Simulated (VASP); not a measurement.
A run of VASP 6.6.1:

INCAR

```
  PREC = Accurate
  ENCUT = 520
  EDIFF = 1E-6
  ISMEAR = -1
  SIGMA = 0.05
  LREAL = Auto
  LASPH = T
  NELM = 60
  ALGO = Normal
  ISIF = 2
  LWAVE = F
  LCHARG = T
  GGA = RE
  LELF = T
  LVHAR = T
  NBANDS = 84
```

File KPOINTS:

```
regular mesh
0
Gamma
  6 6 3
```

The input POSCAR:

```
Ta3AsAu2O13
1.0
    5.4520400000      0.0000000000      0.0000000000
   -2.7260200000      4.7216100000      0.0000000000
    0.0000000000      0.0000000000      9.5790200000
Ta As Au O
3 1 2 13
Direct
    0.0000000000      0.0000000000      0.1940800000
    0.0000000000      0.0000000000      0.8059200000
    0.6666700000      0.3333300000      0.0000000000
    0.0000000000      0.0000000000      0.5000000000
    0.3333300000      0.6666700000      0.2742800000
    0.3333300000      0.6666700000      0.7257200000
    0.0000000000      0.0000000000      0.0000000000
    0.2394700000      0.9712900000      0.3640200000
    0.0287100000      0.2681800000      0.3640200000
    0.7318200000      0.7605300000      0.3640200000
    0.2394700000      0.9712900000      0.6359800000
    0.0287100000      0.2681800000      0.6359800000
    0.7318200000      0.7605300000      0.6359800000
    0.3845200000      0.3342500000      0.8584400000
    0.6657500000      0.0502600000      0.8584400000
    0.9497400000      0.6154800000      0.8584400000
    0.3845200000      0.3342500000      0.1415600000
    0.6657500000      0.0502600000      0.1415600000
    0.9497400000      0.6154800000      0.1415600000
```

Potentials or basis: VASP PAW PBE potentials, release 64 (Ta_pv, As, Au, O).

The run is started by

```sh
$ cat potpaw_PBE.64/Ta_pv/POTCAR potpaw_PBE.64/As/POTCAR potpaw_PBE.64/Au/POTCAR potpaw_PBE.64/O/POTCAR > POTCAR
$ mpirun -np 1 vasp_std > vasp.out
```

Hardware: 1 thread of Intel Xeon 8259CL (shared host).

Question: How long does it take, and how much memory?

Answer: It took 51 min on 1 thread of Intel Xeon 8259CL, on a shared host, peak memory 0.69 GiB. Counts: scf iterations 18, k points 40.
